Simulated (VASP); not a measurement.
Ru4Rh: single point with PBEsol

The system is Ru4Rh, a slab with vacuum.

```xyz
5
Lattice="2.6901 0.0000 0.0000 -1.3451 2.3297 0.0000 0.0000 0.0000 24.4996" Properties=species:S:1:pos:R:3 pbc="T T T"
Ru    0.0000    0.0000    8.0604
Ru    0.0000    1.5531   10.1094
Ru    0.0000    1.5531   14.3902
Ru    0.0000    0.0000   16.4392
Rh    0.0000    0.0000   12.2498
```

```yaml
Program: VASP 6.6.1
Task: single point
Functional: PBEsol
Potentials_or_basis: VASP PAW PBE potentials, release 64 (Ru_pv, Rh_pv)
Cutoff: 520 eV
k_mesh: 15 × 15 × 1
Occupations: fermi-dirac, width 0.05 eV
Spin: no spin polarisation
Dipole_correction: yes
Further_INCAR_settings: ALGO = Normal; EDIFF = 1e-07; NBANDS = 44
```

The largest force is 0.298 eV/Å. The band gap on the k mesh is zero (an odd number of electrons rules out a gap without spin polarisation).

Forces in eV/Å, atoms in the order of the input:
```
Ru   0.000  0.000  0.096
Ru   0.000  0.000 -0.298
Ru   0.000  0.000  0.298
Ru   0.000  0.000 -0.096
Rh   0.000  0.000  0.000
```

Levels at points of the mesh, in eV from the Fermi level:
```csv
k point,band 31,band 32,band 33,band 34,band 35,band 36,band 37,band 38,band 39,band 40
"(0.00, 0.00, 0.00)",-2.33,-2.22,-2.22,-1.45,-1.44,-1.44,-0.35,-0.35,0.18,0.18
```

Run time: 3.6 min on 1 thread of Intel(R) Xeon(R) 6975P-C (Granite Rapids), on a shared host, peak memory 0.35 GiB.

Caveat: the PAW data sets were made with another functional, which shifts forces and pressure a little.
